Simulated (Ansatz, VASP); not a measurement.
**One calculation of AlFe, two programs**

Contents of INCAR:

```
ALGO     = Normal         # electronic algorithm
EDIFF    = 1E-7           # SCF threshold, eV
ENCUT    = 520            # plane-wave cutoff, eV
GGA      = PE             # functional
ISIF     = 2              # what is computed and relaxed
ISMEAR   = 0              # smearing method
ISPIN    = 2              # spin polarisation
LASPH    = True           # aspherical terms in the spheres
LCHARG   = False          # write CHGCAR
LMAXMIX  = 4              # l up to which the mixer works
LORBIT   = 11             # projections on sites
LREAL    = False          # projectors in reciprocal space
LWAVE    = False          # write WAVECAR
MAGMOM   = 0 0.85         # initial moments
NBANDS   = 16             # bands
NELM     = 150            # most SCF steps
PREC     = Accurate       # precision mode
SIGMA    = 0.15           # smearing width, eV
```

File KPOINTS:

```
k-points
0
Gamma
  18 18 18
```

File POSCAR:

```
AlFe
1.0
    2.9100000000      0.0000000000      0.0000000000
    0.0000000000      2.9100000000      0.0000000000
    0.0000000000      0.0000000000      2.9100000000
Al Fe
1 1
Direct
    0.0000000000      0.0000000000      0.0000000000
    0.5000000000      0.5000000000      0.5000000000
```

Input for Ansatz:

```yaml
crystal:
  lattice:
    - [2.91, 0.0, 0.0]
    - [0.0, 2.91, 0.0]
    - [0.0, 0.0, 2.91]
  atoms:
    - { symbol: Al, position: [0.0, 0.0, 0.0] }
    - { symbol: Fe, position: [0.5, 0.5, 0.5], spin: 0.85 }
basis:
  ecutwfc: 420
kpoints:
  mp_grid: { grid: [18, 18, 18] }
hamiltonian:
  xc: pbe
scf:
  occupations: { method: gaussian, width: 0.15 }
output:
  forces: true
  stress: true
  eigenvalues: true
  populations: true
magnetization:
  spin_polarized: true
```

Alike in both runs: task single point; functional PBE; k mesh 18 × 18 × 18; occupations gaussian, width 0.15 eV; collinear spin.

|  | VASP | Ansatz |
| --- | --- | --- |
| version | VASP 6.6.1 | Ansatz 0.2.0 |
| potentials or method | VASP PAW PBE potentials, release 64 (Al, Fe), cutoff 520 eV | scalar-relativistic, plane waves, PAW |
| valence electrons in the cell | 11 | 19 |

```csv
,VASP,Ansatz,Ansatz less VASP
gap on the k mesh at the Fermi level (eV),none,none,-
pressure (GPa),-5.9,-5.9,+0.01
net moment per atom (μB),0.36,0.36,+0.002
size of the moment on the site where the two differ most (μB),0.03,0.03,+0.005
```

Site moments also hang on the region over which each program counts them. A gap of «none» marks a metal or a gap that the smearing closes. VASP's potentials hold 11 valence electrons a cell and Ansatz's 19, so a difference there can come from the potentials and not from the codes.
